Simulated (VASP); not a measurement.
Crystal: Tl.

```
CELL_PARAMETERS angstrom
0.00000 2.26764 2.26764
2.26764 0.00000 2.26764
2.26764 2.26764 0.00000
ATOMIC_POSITIONS crystal
Tl 0.00000 0.00000 0.00000
```

```yaml
Program: VASP 6.6.1
Task: relaxation of cell and atoms
Functional: PBEsol
Potentials_or_basis: VASP PAW PBE potentials, release 64 (Tl_d)
Cutoff: 600 eV
k_mesh: 8 × 8 × 8
Occupations: gaussian, width 0.1 eV
Spin: no spin polarisation
```

At the start: pressure 12.8 GPa; volume 23.32 Å³/atom.

Q: How do energy, volume and symmetry change on relaxing?

A: Over 3 steps the energy falls by 166.0 meV/atom and the volume is 28.34 Å³/atom (+21.5 %); space group Fm-3m (No. 225, to 0.05 Å).

Step by step:
```csv
step,energy change (eV),largest force (eV/Å),pressure (GPa),volume (Å³)
1,0.0000,0.0000,12.82,23.32
2,-0.1546,0.0000,-1.94,30.20
3,-0.1660,0.0000,0.12,28.34
```

Final structure:
```yaml
crystal:
  lattice:
    - [0.00000, 2.41982, 2.41982]
    - [2.41982, 0.00000, 2.41982]
    - [2.41982, 2.41982, 0.00000]
  atoms:
    - { symbol: Tl, position: [0.00000, 0.00000, 0.00000] }
```

Caveat: the volume moved by over 15 % at a fixed basis, so the end points are rough; the PAW data sets were made with another functional, which shifts forces and pressure a little.
